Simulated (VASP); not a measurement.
# Ti3SiN3 in VASP: a series of runs, part 3 of 3

VASP 6.6.1. Earlier steps stand in the parts before.

**7. Relaxation of the atoms, PBE**

Contents of INCAR:

```
PREC     = Accurate       # precision mode
ENCUT    = 520            # plane-wave cutoff, eV
EDIFF    = 1E-7           # SCF threshold, eV
ISMEAR   = 0              # smearing method
SIGMA    = 0.1            # smearing width, eV
LREAL    = False          # projectors in reciprocal space
LASPH    = True           # aspherical terms in the spheres
NELM     = 100            # most SCF steps
ALGO     = Normal         # electronic algorithm
ISIF     = 2              # what is computed and relaxed
LWAVE    = False          # write WAVECAR
LCHARG   = False          # write CHGCAR
LDIPOL   = True         
IDIPOL   = 3            
DIPOL    = 0.5 0.5 0.360
GGA      = PE             # functional
IBRION   = 2              # ionic algorithm
NSW      = 36             # ionic steps
EDIFFG   = -0.025         # ionic threshold
```

Contents of KPOINTS:

```
Automatic mesh
0
Gamma
  9 9 1
```

Contents of POSCAR:

```
Ti3SiN3
1.0
    3.0028555065      0.0000000000      0.0000000000
   -1.5014277533      2.6005491526      0.0000000000
    0.0000000000      0.0000000000     21.5541471922
N Ti Si
3 3 1
Selective dynamics
Direct
    0.3333333333      0.6666666667      0.1855791354  F F F
    0.0000000000      0.0000000000      0.2993308525  F F F
    0.6666666667      0.3333333333      0.4147299352  F F F
    0.6666666667      0.3333333333      0.2424549940  F F F
    0.3333333333      0.6666666667      0.3575097830  F F F
    0.0000000000      0.0000000000      0.4664599858  F F F
    0.6666666667      0.3333333333      0.5552385043  F F T
```

Potentials or basis: VASP PAW PBE potentials, release 64 (N, Ti_sv, Si).

Started as:

```
$ cat potpaw_PBE.64/N/POTCAR potpaw_PBE.64/Ti_sv/POTCAR potpaw_PBE.64/Si/POTCAR > POTCAR
$ mpirun -np 1 vasp_std > vasp.out
```

OUTCAR:

```text
PREC = Accurate
   ENCUT = 520
   EDIFF = 1E-7
   ISMEAR = 0
   LREAL = False
   LASPH = True
   NELM = 100
   ISIF = 2
   GGA = PE
   IBRION = 2
   NSW = 36
   EDIFFG = -0.025

 ion  position               nearest neighbor table
   1  0.333  0.667  0.186-   4 2.12   4 2.12   4 2.12
   2  0.000  0.000  0.299-   4 2.12   4 2.12   4 2.12   5 2.14   5 2.14   5 2.14
   3  0.667  0.333  0.415-   6 2.06   6 2.06   6 2.06   5 2.13   5 2.13   5 2.13
   4  0.667  0.333  0.242-   2 2.12   2 2.12   2 2.12   1 2.12   1 2.12   1 2.12
   5  0.333  0.667  0.358-   3 2.13   3 2.13   3 2.13   2 2.14   2 2.14   2 2.14   6 2.92   6 2.92
                             6 2.92
   6  0.000  0.000  0.466-   3 2.06   3 2.06   3 2.06   7 2.58   7 2.58   7 2.58   5 2.92   5 2.92
                             5 2.92
   7  0.667  0.333  0.555-   6 2.58   6 2.58   6 2.58

  LATTYP: Found a hexagonal cell.
 ALAT       =     3.0028555065
 C/A-ratio  =     7.1778835663

  Lattice vectors:

 A1 = (   3.0028555065,   0.0000000000,   0.0000000000)
 A2 = (  -1.5014277533,   2.6005491526,   0.0000000000)
 A3 = (   0.0000000000,   0.0000000000,  21.5541471922)

Analysis of symmetry for initial positions (statically):
=====================================================================
 Subroutine PRICEL returns:
 Original cell was already a primitive cell.

 Routine SETGRP: Setting up the symmetry group for a
 hexagonal supercell.

 Subroutine GETGRP returns: Found  6 space group operations
 (whereof  6 operations were pure point group operations)
 out of a pool of 24 trial point group operations.

The static configuration has the point symmetry C_3v.

Analysis of symmetry for dynamics (positions and initial velocities):
=====================================================================
 Subroutine PRICEL returns:
 Original cell was already a primitive cell.

 Routine SETGRP: Setting up the symmetry group for a
 hexagonal supercell.

[... 150 lines left out ...]
  volume of cell :      168.32
 maximum number of plane-waves:      4581
 NGX is ok and might be reduce to    24
   NGX = 11   NGY = 11   NGZ = 81

 dipolmoment           0.000000      0.000000      0.090127 electrons x Angstroem

--------------------------------------- Ionic step        1  -------------------------------------------

 number of electron      55.0000013 magnetization

 Free energy of the ion-electron system (eV)
  ---------------------------------------------------
  ext. energy  EPLUGINS =         0.00000000
  ---------------------------------------------------
  free energy    TOTEN  =       -59.71570784 eV

  energy without entropy =      -59.67556509  energy(sigma->0) =      -59.69563646

------------------------ aborting loop because EDIFF is reached ----------------------------------------

  FORCE on cell =-STRESS in cart. coord.  units (eV):
  Direction    XX          YY          ZZ          XY          YZ          ZX
  --------------------------------------------------------------------------------------
  -------------------------------------------------------------------------------------
  Total       -2.1966843     -2.1966843      1.6772041      0.0000000      0.0000000      0.0000000
  in kB      -20.9097041    -20.9097041     15.9648981      0.0000000      0.0000000      0.0000000
  external PRESSURE =      -8.6181701 kB  Pullay stress =       0.0000000 kB
[... 69 lines left out ...]
--------------------------------------- Ionic step        3  -------------------------------------------

 number of electron      55.0000013 magnetization

 dipolmoment           0.000000      0.000000     -0.119314 electrons x Angstroem

 Free energy of the ion-electron system (eV)
  ---------------------------------------------------
  ext. energy  EPLUGINS =         0.00000000
  ---------------------------------------------------
  free energy    TOTEN  =       -60.02625913 eV

  energy without entropy =      -59.99736208  energy(sigma->0) =      -60.01181060

 E-fermi :   0.5180     XC(G=0):  -6.4222

 val. band max:        0.4908024710   @ k =   0.4444   0.1111   0.0000
 cond. band min:       0.5323472944   @ k =   0.1111   0.0000   0.0000
 fundamental gap:      0.0415448235
 Fermi energy:         0.5180052360

 k-point     1 :       0.0000    0.0000    0.0000
  band No.  band energies     occupation
      1     -57.1230      2.00000
      2     -56.5747      2.00000
      3     -56.0371      2.00000
      4     -33.5524      2.00000
      5     -33.1744      2.00000
      6     -33.1744      2.00000
[... 421 lines left out ...]
     32       2.2086      0.00000
     33       2.8891      0.00000

------------------------ aborting loop because EDIFF is reached ----------------------------------------

 vacuum level on the upper side and lower side of the slab       (xc-potential included)        -1.511         1.205

  FORCE on cell =-STRESS in cart. coord.  units (eV):
  Direction    XX          YY          ZZ          XY          YZ          ZX
  --------------------------------------------------------------------------------------
  -------------------------------------------------------------------------------------
  Total       -3.3504266     -3.3504266     -2.8042555      0.0000000      0.0000000     -0.0000000
  in kB      -31.8918964    -31.8918964    -26.6930264      0.0000000      0.0000000     -0.0000000
  external PRESSURE =     -30.1589398 kB  Pullay stress =       0.0000000 kB
[... 22 lines left out ...]
  FREE ENERGIE OF THE ION-ELECTRON SYSTEM (eV)
  ---------------------------------------------------
  free  energy   TOTEN  =       -60.0262591291 eV

  energy  without entropy=      -59.9973620809  energy(sigma->0) =      -60.01181060

 reached required accuracy - stopping structural energy minimisation

 vacuum level on the upper side and lower side of the slab         5.845         8.636
```

OSZICAR:

```text
N       E                     dE             d eps       ncg     rms          rms(c)
DAV:   1     0.707221829116E+03    0.70722E+03   -0.28699E+04   856   0.169E+03
DAV:   2     0.450085532351E+02   -0.66221E+03   -0.65174E+03   871   0.513E+02
DAV:   3    -0.639425678544E+02   -0.10895E+03   -0.10782E+03  1313   0.182E+02
DAV:   4    -0.750308867734E+02   -0.11088E+02   -0.11058E+02  1256   0.531E+01
[... 71 lines left out ...]
DAV:  18    -0.600262583038E+02   -0.22878E-05   -0.22502E-07   725   0.177E-03    0.334E-04
DAV:  19    -0.600262586347E+02   -0.33083E-06   -0.18254E-08   468   0.901E-04    0.278E-04
DAV:  20    -0.600262589866E+02   -0.35192E-06   -0.11919E-08   460   0.602E-04    0.262E-04
DAV:  21    -0.600262590997E+02   -0.11309E-06   -0.67756E-09   420   0.452E-04    0.246E-04
DAV:  22    -0.600262591291E+02   -0.29438E-07   -0.24560E-09   416   0.340E-04
   3 F= -.60026259E+02 E0= -.60011811E+02  d E =-.310551E+00
```

Run time: 9.4 min. Hardware: 1 thread of Intel Xeon 8259CL, shared host; peak memory 0.33 GiB.

Results:

```yaml
Free_energy: -60.0263 eV
Energy_gained_by_relaxing: 44.4 meV/atom
Ionic_steps: 3
Band_gap_on_the_k_mesh: zero (an odd number of electrons rules out a gap without spin polarisation)
```

The path:
```csv
step,energy change (eV),largest force on free atoms (eV/Å),pressure (GPa)
1,0.0000,2.0786,-0.86
2,-0.1693,1.3179,-1.67
3,-0.3106,0.0077,-3.02
```

Final structure:
```cif
data_structure
_symmetry_space_group_name_H-M 'P 1'
_symmetry_Int_Tables_number 1
_cell_length_a 3.0029
_cell_length_b 3.0029
_cell_length_c 21.5541
_cell_angle_alpha 90.000
_cell_angle_beta 90.000
_cell_angle_gamma 120.000
_cell_volume 168.32
loop_
_atom_site_label
_atom_site_type_symbol
_atom_site_fract_x
_atom_site_fract_y
_atom_site_fract_z
_atom_site_occupancy
N1 N 0.33333 0.66667 0.18558 1
N2 N 0.00000 0.00000 0.29933 1
N3 N 0.66667 0.33333 0.41473 1
Ti1 Ti 0.66667 0.33333 0.24246 1
Ti2 Ti 0.33333 0.66667 0.35751 1
Ti3 Ti 0.00000 0.00000 0.46646 1
Si1 Si 0.66667 0.33333 0.57073 1
```

**8. Summary**

| task | cell | atoms held fixed (from 0) | gap on the mesh (eV) | largest force (eV/Å) |
| --- | --- | --- | --- | --- |
| relaxation of the atoms | atoms relaxed, atomic positions A | [0, 3, 1, 4, 2, 5, 6] | none | - |
| single point | as given, atomic positions B | - | none | 5.49 |
| single point | as given, atomic positions C | - | none | 5.54 |
| single point | as given, atomic positions D | - | none | 5.51 |
| relaxation of the atoms | atoms relaxed, atomic positions E | [0, 3, 1, 4, 2, 5, 6] | none | - |
| relaxation of the atoms | atoms relaxed, atomic positions F | [0, 3, 1, 4, 2, 5, 6] | none | - |

Alike in all rows: level PBE; potentials or basis VASP PAW PBE potentials, release 64 (N, Ti_sv, Si); no spin polarisation; k mesh 9 × 9 × 1; cutoff (eV) 520; smearing gaussian 0.1 eV.

Total energies depend on the potentials used, so only differences within one code and one set of settings carry meaning.
